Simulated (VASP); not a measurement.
# C (Cmmm) in VASP: further runs

Runs on C. Level: PBE. Tasks: single point.

Everything below comes from runs of VASP 6.6.1. Logs are shortened: lines on timing, memory, paths and dates and some standing lists are left out, and cuts for length are marked.

### 1 The cell of the first run

It takes space group Cmmm (No. 65, orthorhombic). Conventional cell: a = 2.815 Å, b = 5.180 Å, c = 2.654 Å, α = 90.00°, β = 90.00°, γ = 90.00°. C (site symmetry 2/m) has 2 C at 1.41 Å within 1.9 Å. Within 2.7 Å of C (site symmetry mmm) lie 10 C at 1.98 to 2.65 Å.

### 2 Single point, PBE

File INCAR:

```
SYSTEM = C
ALGO     = Normal         ! electronic algorithm
EDIFF    = 1E-6           ! SCF threshold, eV
ENCUT    = 520            ! plane-wave cutoff, eV
GGA      = PE             ! functional
ISIF     = 2              ! what is computed and relaxed
ISMEAR   = 0              ! smearing method
LASPH    = .TRUE.         ! aspherical terms in the spheres
LCHARG   = .FALSE.        ! write CHGCAR
LREAL    = .FALSE.        ! projectors in reciprocal space
LWAVE    = .FALSE.        ! write WAVECAR
NBANDS   = 21             ! bands
NELM     = 100            ! most SCF steps
PREC     = Accurate       ! precision mode
SIGMA    = 0.2            ! smearing width, eV
```

File KPOINTS:

```
k-points
0
G
  8 8 4
  0 0 0
```

File POSCAR:

```
C
1.0
   -2.8147049861      0.0000000000      0.0000000000
    1.4073524930     -2.5898842786      0.0000000000
    0.0000000000      0.0000000000      5.3078085002
C
6
Direct
    0.5000000000      0.5000000000      0.0000000000
    0.5000000000      0.5000000000      0.5000000000
    0.0000000000      0.5000000000      0.0000000000
    0.0000000000      0.5000000000      0.5000000000
    0.5000000000      0.0000000000      0.2500000000
    0.5000000000      0.0000000000      0.7500000000
```

Potentials or basis: VASP PAW PBE potentials, release 64 (C).

Started as:

```bash
$ cat potpaw_PBE.64/C/POTCAR > POTCAR
$ mpirun -np 1 vasp_std > vasp.out
```

OUTCAR:

```text
SYSTEM = C
   EDIFF = 1E-6
   ENCUT = 520
   GGA = PE
   ISIF = 2
   ISMEAR = 0
   LASPH = .TRUE.
   LREAL = .FALSE.
   NELM = 100
   PREC = Accurate

 ion  position               nearest neighbor table
   1  0.500  0.500  0.000-   3 1.41   3 1.41   6 1.98   5 1.98   6 1.98   5 1.98
   2  0.500  0.500  0.500-   4 1.41   4 1.41   6 1.98   5 1.98   6 1.98   5 1.98
   3  0.000  0.500  0.000-   1 1.41   1 1.41   6 1.98   5 1.98   5 1.98   6 1.98
   4  0.000  0.500  0.500-   2 1.41   2 1.41   6 1.98   5 1.98   5 1.98   6 1.98
   5  0.500  0.000  0.250-   1 1.98   2 1.98   1 1.98   2 1.98   3 1.98   4 1.98   3 1.98   4 1.98

   6  0.500  0.000  0.750-   1 1.98   2 1.98   1 1.98   2 1.98   3 1.98   4 1.98   3 1.98   4 1.98

  LATTYP: Found a base centered orthorhombic cell.
 ALAT       =     2.8147049861
 B/A-ratio  =     1.8402527380
 C/A-ratio  =     1.8857423874

  Lattice vectors:

 A1 = (  -1.4073524930,   2.5898842786,   0.0000000000)
 A2 = (  -1.4073524931,  -2.5898842786,   0.0000000000)
 A3 = (   0.0000000000,   0.0000000000,   5.3078085002)

Analysis of symmetry for initial positions (statically):
=====================================================================
 Subroutine PRICEL returns following result:

  LATTYP: Found a base centered orthorhombic cell.
 ALAT       =     2.8147049861
 B/A-ratio  =     1.8402527380
 C/A-ratio  =     0.9428711937

  Lattice vectors:

 A1 = (  -1.4073524930,   2.5898842786,   0.0000000000)
 A2 = (  -1.4073524931,  -2.5898842786,   0.0000000000)
 A3 = (   0.0000000000,   0.0000000000,   2.6539042501)

   2 primitive cells build up your supercell.

 Routine SETGRP: Setting up the symmetry group for a
 base centered orthorhombic supercell.

 Subroutine GETGRP returns: Found  8 space group operations
 (whereof  8 operations were pure point group operations)
 out of a pool of  8 trial point group operations.

The static configuration has the point symmetry D_2h.

Analysis of symmetry for dynamics (positions and initial velocities):
=====================================================================
 Subroutine PRICEL returns following result:

  LATTYP: Found a base centered orthorhombic cell.
 ALAT       =     2.8147049861
 B/A-ratio  =     1.8402527380
 C/A-ratio  =     0.9428711937

  Lattice vectors:

 A1 = (  -1.4073524930,   2.5898842786,   0.0000000000)
 A2 = (  -1.4073524931,  -2.5898842786,   0.0000000000)
 A3 = (   0.0000000000,   0.0000000000,   2.6539042501)

   2 primitive cells build up your supercell.

 Routine SETGRP: Setting up the symmetry group for a
 base centered orthorhombic supercell.

 Subroutine GETGRP returns: Found  8 space group operations
 (whereof  8 operations were pure point group operations)
 out of a pool of  8 trial point group operations.

The dynamic configuration has the point symmetry D_2h.

 Subroutine INISYM returns: Found  8 space group operations
 (whereof  8 operations are pure point group operations),
 and found     2 'primitive' translations

----------------------------------------------------------------------------------------

                                     Primitive cell

  volume of cell :      19.3463

  direct lattice vectors                    reciprocal lattice vectors
    -1.407352493  2.589884279  0.000000000    -0.355277020  0.193058819  0.000000000
    -1.407352493 -2.589884279  0.000000000    -0.355277020 -0.193058819  0.000000000
     0.000000000  0.000000000  2.653904250     0.000000000  0.000000000  0.376803345

  length of vectors
     2.947565371  2.947565371  2.653904250     0.404343256  0.404343256  0.376803345

  position of ions in fractional coordinates (direct lattice)
     1.000000000  0.500000000  0.000000000
     0.500000000  1.000000000  0.000000000
     0.500000000  0.500000000  0.500000000

  ion indices of the primitive-cell ions
   primitive index   ion index
                 1           1
                 2           3
                 3           5

----------------------------------------------------------------------------------------

 KPOINTS: k-points

Automatic generation of k-mesh.
 Grid dimensions read from file:
 generate k-points for:    8    8    4

 Generating k-lattice:

  Cartesian coordinates                     Fractional coordinates (reciprocal lattice)
    -0.044409628 -0.024132352  0.000000000     0.125000000  0.000000000  0.000000000
     0.000000000 -0.048264705  0.000000000     0.000000000  0.125000000  0.000000000
     0.000000000  0.000000000  0.047100418     0.000000000  0.000000000  0.250000000

  Length of vectors
     0.050542907  0.048264705  0.047100418

  Shift w.r.t. Gamma in fractional coordinates (k-lattice)
     0.000000000  0.000000000  0.000000000

 Subroutine IBZKPT returns following result:
 ===========================================

 Found     63 irreducible k-points:

 Following reciprocal coordinates:
            Coordinates               Weight
  0.000000  0.000000  0.000000      1.000000
  0.125000 -0.000000  0.000000      4.000000
  0.250000 -0.000000  0.000000      4.000000
  0.375000 -0.000000  0.000000      4.000000
  0.500000 -0.000000  0.000000      2.000000
  0.000000  0.125000  0.000000      2.000000
[... 16 lines left out ...]
  0.125000 -0.000000  0.250000      8.000000
  0.250000 -0.000000  0.250000      8.000000
 [... further k-points ...]
   k-points           NKPTS =     63   k-points in BZ     NKDIM =     63   number of bands    NBANDS=     21
   number of dos      NEDOS =    301   number of ions     NIONS =      6
   total plane-waves  NPLWV =  23040
   dimension x,y,z NGX =    24 NGY =   24 NGZ =   40
   dimension x,y,z NGXF=    48 NGYF=   48 NGZF=   80
   ions per type =               6
   NGX,Y,Z   is equivalent  to a cutoff of  14.18, 13.54, 12.53 a.u.
   NGXF,Y,Z  is equivalent  to a cutoff of  28.35, 27.07, 25.06 a.u.
 SYSTEM =  C
   PREC   = accura    normal or accurate (medium, high low for compatibility)
   ISTART =      0    job   : 0-new  1-cont  2-samecut
   ICHARG =      2    charge: 1-file 2-atom 10-const
   ISPIN  =      1    spin polarized calculation?
   LNONCOLLINEAR =      F non collinear calculations
   LSORBIT =      F    spin-orbit coupling
   LASPH  =      T    aspherical Exc in radial PAW
   ENCUT  =  520.0 eV  38.22 Ry    6.18 a.u.   5.23  5.48  9.87*2*pi/ulx,y,z
   NELM   =    100;   NELMIN=  2; NELMDL= -5     # of ELM steps
   EDIFF  = 0.1E-05   stopping-criterion for ELM
   LREAL  =      F    real-space projection
   EDIFFG = 0.1E-04   stopping-criterion for IOM
   NSW    =      0    number of steps for IOM
   IBRION =     -1    ionic relax: 0-MD 1-quasi-New 2-CG
   NFREE  =      0    steps in history (QN), initial steepest desc. (CG)
   ISIF   =      2    stress and relaxation
   ISYM   =      2    0-nonsym 1-usesym 2-fastsym
   POTIM  = 0.5000    time-step for ionic-motion
   TEBEG  =    0.0;   TEEND  =   0.0 temperature during run
   PSTRESS=    0.0 pullay stress
   NELECT =      24.0000    total number of electrons
   NUPDOWN=      -1.0000    fix difference up-down
   EMIN   =  10.00;   EMAX   =-10.00  energy-range for DOS
   EFERMI =   0.00;   METHOD = LEGACY
   ISMEAR =     0;   SIGMA  =   0.20  broadening in eV -4-tet -1-fermi 0-gaus
   EFERMI_NEDOS =   21; number of points for ismear=-14 and -15
   IALGO  =     38    algorithm
   IMIX   =      4    mixing-type and parameters
     AMIX     =   0.40;   BMIX     =  1.00
     AMIX_MAG =   1.60;   BMIX_MAG =  1.00
  volume/ion in A,a.u.               =       6.45        43.52
  Fermi-wavevector in a.u.,A,eV,Ry     =   1.396162  2.638363 26.521398  1.949268
  Thomas-Fermi vector in A             =   2.519543
   LORBIT       =      0    0 simple, 1 ext, 2 COOP (PROOUT), +10 PAW based schemes
   GGA     = PE    functional components
   LHFCALC =     F    Hartree Fock is set to
   AEXX    =    0.0000 exact exchange contribution
   IVDW    =     0    specifies the selected vdW correction
   LEPSILON=     F    determine dielectric tensor
   LRPA    =     F    only Hartree local field effects (RPA)
 non-spin polarized calculation
 Gauss-broadening in eV      SIGMA  =   0.20
  energy-cutoff  :      520.00
  volume of cell :       38.69
 maximum number of plane-waves:      1056
 NGX is ok and might be reduce to    24

 number of electron      23.9999999 magnetization

 Free energy of the ion-electron system (eV)
  ---------------------------------------------------
  ext. energy  EPLUGINS =         0.00000000
  ---------------------------------------------------
  free energy    TOTEN  =       -37.88975478 eV

  energy without entropy =      -37.86111599  energy(sigma->0) =      -37.87543539

 E-fermi :   8.9360     XC(G=0): -12.9083

 val. band max:        8.9253122049   @ k =   0.0000   0.0000   0.0000
 cond. band min:       8.9644884255   @ k =   0.0000   0.1250   0.2500
 fundamental gap:      0.0391762206
 Fermi energy:         8.9359570714

 k-point     1 :       0.0000    0.0000    0.0000
  band No.  band energies     occupation
      1     -12.3653      2.00000
      2      -9.6743      2.00000
      3      -5.8410      2.00000
      4      -1.6675      2.00000
      5      -0.8506      2.00000
      6       2.5042      2.00000
[... 13 lines left out ...]
     20      15.2664      0.00000
     21      16.6969      0.00000

 k-point     2 :       0.1250   -0.0000    0.0000
  band No.  band energies     occupation
      1     -12.0861      2.00000
      2      -9.4218      2.00000
      3      -5.5313      2.00000
      4      -2.2771      2.00000
      5      -1.3025      2.00000
      6       2.7579      2.00000
[... 13 lines left out ...]
     20      14.9853      0.00000
     21      15.8800      0.00000

 k-point     3 :       0.2500   -0.0000    0.0000
  band No.  band energies     occupation
      1     -11.2618      2.00000
      2      -8.6803      2.00000
      3      -4.6198      2.00000
      4      -3.8568      2.00000
      5      -2.5004      2.00000
      6       1.9763      2.00000
[... 13 lines left out ...]
     20      15.5478      0.00000
     21      15.6008      0.00000

 k-point     4 :       0.3750   -0.0000    0.0000
  band No.  band energies     occupation
      1      -9.9506      2.00000
      2      -7.5117      2.00000
      3      -5.8779      2.00000
      4      -4.1041      2.00000
      5      -3.2016      2.00000
      6       1.4785      2.00000
[... 13 lines left out ...]
     20      16.8967      0.00000
     21      18.0500      0.00000

 k-point     5 :       0.5000   -0.0000    0.0000
  band No.  band energies     occupation
      1      -8.6801      2.00000
      2      -7.4311      2.00000
      3      -6.3649      2.00000
      4      -5.4274      2.00000
      5      -2.0432      2.00000
      6       0.6140      2.00000
[... 13 lines left out ...]
     20      17.5274      0.00000
     21      20.0867      0.00000
[... 382 lines left out ...]
     20      17.0814      0.00000
     21      17.5891      0.00000

 k-point    22 :       0.0000    0.0000    0.2500
  band No.  band energies     occupation
      1     -12.1199      2.00000
      2     -10.3687      2.00000
      3      -4.6789      2.00000
      4      -1.5560      2.00000
      5      -0.9789      2.00000
      6       0.4855      2.00000
[... 13 lines left out ...]
     20      14.7313      0.00000
     21      16.3404      0.00000

 k-point    23 :       0.1250   -0.0000    0.2500
  band No.  band energies     occupation
      1     -11.8419      2.00000
      2     -10.1045      2.00000
      3      -4.3843      2.00000
      4      -2.1505      2.00000
      5      -1.4618      2.00000
      6       0.7164      2.00000
[... 13 lines left out ...]
     20      15.0054      0.00000
     21      15.7681      0.00000

 k-point    24 :       0.2500   -0.0000    0.2500
  band No.  band energies     occupation
      1     -11.0215      2.00000
      2      -9.3279      2.00000
      3      -3.6954      2.00000
      4      -3.5265      2.00000
      5      -2.7389      2.00000
      6       1.1949      2.00000
[... 13 lines left out ...]
     20      15.4238      0.00000
     21      16.1514      0.00000

 [... further k-points ...]

------------------------ aborting loop because EDIFF is reached ----------------------------------------

  FORCE on cell =-STRESS in cart. coord.  units (eV):
  Direction    XX          YY          ZZ          XY          YZ          ZX
  --------------------------------------------------------------------------------------
  -------------------------------------------------------------------------------------
  Total       -0.0296730      0.2956828      0.0278419      0.0000000      0.0000000      0.0000000
  in kB       -1.2286946     12.2435718      1.1528702      0.0000000      0.0000000      0.0000000
  external PRESSURE =       4.0559158 kB  Pullay stress =       0.0000000 kB

 VOLUME and BASIS-vectors are now :
 -----------------------------------------------------------------------------
  energy-cutoff  :      520.00
  volume of cell :       38.69
      direct lattice vectors                 reciprocal lattice vectors
    -2.814704986  0.000000000  0.000000000    -0.355277020 -0.193058819  0.000000000
     1.407352493 -2.589884279  0.000000000     0.000000000 -0.386117638  0.000000000
     0.000000000  0.000000000  5.307808500     0.000000000  0.000000000  0.188401673

 POSITION                                       TOTAL-FORCE (eV/Angst)
 -----------------------------------------------------------------------------------
     -0.70368     -1.29494      0.00000        -0.000000      0.000000      0.000000
     -0.70368     -1.29494      2.65390         0.000000      0.000000      0.000000
      0.70368     -1.29494      0.00000         0.000000     -0.000000      0.000000
      0.70368     -1.29494      2.65390        -0.000000     -0.000000      0.000000
     -1.40735      0.00000      1.32695        -0.000000     -0.000000     -0.000000
     -1.40735      0.00000      3.98086        -0.000000     -0.000000      0.000000
 -----------------------------------------------------------------------------------
    total drift:                                0.000000      0.000000     -0.000000

  FREE ENERGIE OF THE ION-ELECTRON SYSTEM (eV)
  ---------------------------------------------------
  free  energy   TOTEN  =       -37.8897547807 eV

  energy  without entropy=      -37.8611159914  energy(sigma->0) =      -37.87543539
```

Wall time 57 s (1 thread of Intel Xeon 8259CL, shared host); peak memory 0.17 GiB.

Results:

- Free energy: -37.8898 eV
- Pressure: 0.4 GPa
- Band gap on the k mesh: zero (bands 12 and 13 overlap by 2.79 eV)

### 3 Single point, PBE, collinear spin

This run uses another cell than the first one: it holds 3 atoms, not 6.

File INCAR:

```
  PREC = Accurate
  ENCUT = 520
  EDIFF = 1E-6
  ISMEAR = 0
  SIGMA = 0.1
  LREAL = F
  LASPH = T
  NELM = 150
  ALGO = Normal
  ISIF = 2
  LWAVE = F
  LCHARG = T
  ISPIN = 2
  MAGMOM = 1 1 1
  LORBIT = 11
  GGA = PE
  LELF = T
  LVHAR = T
  NBANDS = 17
```

File KPOINTS:

```
Automatic mesh
0
Gamma
  8 8 6
```

File POSCAR:

```
C
1.0
    1.3722068400     -2.1750457500      0.0000000000
    1.3722068400      2.1750457500      0.0000000000
    0.0000000000      0.0000000000      2.7145405200
C
3
Direct
    0.0000000000      0.5000000000      0.0000000000
    0.5000000000      0.0000000000      0.0000000000
    0.5000000000      0.5000000000      0.5000000000
```

Potentials or basis: VASP PAW PBE potentials, release 64 (C).

Started as:

```bash
$ cat potpaw_PBE.64/C/POTCAR > POTCAR
$ mpirun -np 1 vasp_std > vasp.out
```

Run time: 65 s. Hardware: 1 thread of Intel Xeon 8259CL, shared host; peak memory 0.15 GiB.

It converged, with:

```yaml
Free_energy: -17.8284 eV
Pressure: 63.8 GPa
Band_gap_on_the_k_mesh: zero (filled and empty bands overlap)
Net_moment: 0.00 μB per cell
Valence_electrons_inside_the_program's_atomic_spheres: C 2.56, 2.32 (each value once)
```

Stress tensor (GPa, compression positive):
```
 68.09   0.00   0.00
  0.00 115.38   0.00
  0.00   0.00   7.92
```

Levels at points of the mesh, in eV from the Fermi level:
Spin up:
| k point | band 3 | band 4 | band 5 | band 6 | band 7 | band 8 | band 9 | band 10 |
| --- | --- | --- | --- | --- | --- | --- | --- | --- |
| (0.00, 0.00, 0.00) | -9.62 | -4.36 | -2.95 | -2.23 | 3.27 | 6.59 | 7.76 | 8.47 |
| (0.50, 0.00, 0.00) | -6.22 | -6.02 | -5.30 | -1.68 | -0.13 | 1.24 | 6.86 | 7.33 |
| (0.50, 0.50, 0.00) | -11.92 | -5.57 | -4.81 | -1.13 | 0.73 | 0.90 | 5.88 | 9.51 |
| (0.00, 0.00, 0.50) | -10.37 | -1.08 | 1.10 | 1.66 | 2.18 | 3.48 | 4.48 | 5.10 |
| (0.50, 0.00, 0.50) | -12.74 | -10.25 | -4.29 | -2.80 | -0.24 | 3.24 | 9.63 | 10.51 |
| (0.50, 0.50, 0.50) | -12.21 | -11.25 | -9.69 | -3.33 | -0.04 | 8.26 | 9.14 | 9.34 |
Spin down:
```
           k point  band 2  band 3  band 4  band 5  band 6  band 7  band 8  band 9  band 10  band 11
(0.00, 0.00, 0.00)  -11.10   -9.62   -4.36   -2.95   -2.23    3.27    6.59    7.76     8.47     8.65
(0.50, 0.00, 0.00)  -17.81   -6.22   -6.02   -5.30   -1.68   -0.13    1.24    6.86     7.33    12.25
(0.50, 0.50, 0.00)  -16.65  -11.92   -5.57   -4.81   -1.13    0.73    0.90    5.88     9.51     9.95
(0.00, 0.00, 0.50)  -17.38  -10.37   -1.08    1.10    1.66    2.18    3.48    4.48     5.10     5.70
(0.50, 0.00, 0.50)  -15.76  -12.74  -10.25   -4.29   -2.80   -0.24    3.24    9.63    10.51    12.63
(0.50, 0.50, 0.50)  -14.50  -12.21  -11.25   -9.69   -3.33   -0.04    8.26    9.14     9.34    10.29
```

Caveat: the k points lie up to 0.39 Å⁻¹ apart, too coarse for converged energies and pressures of a metal.

(Part 1 of 2 ends here.)
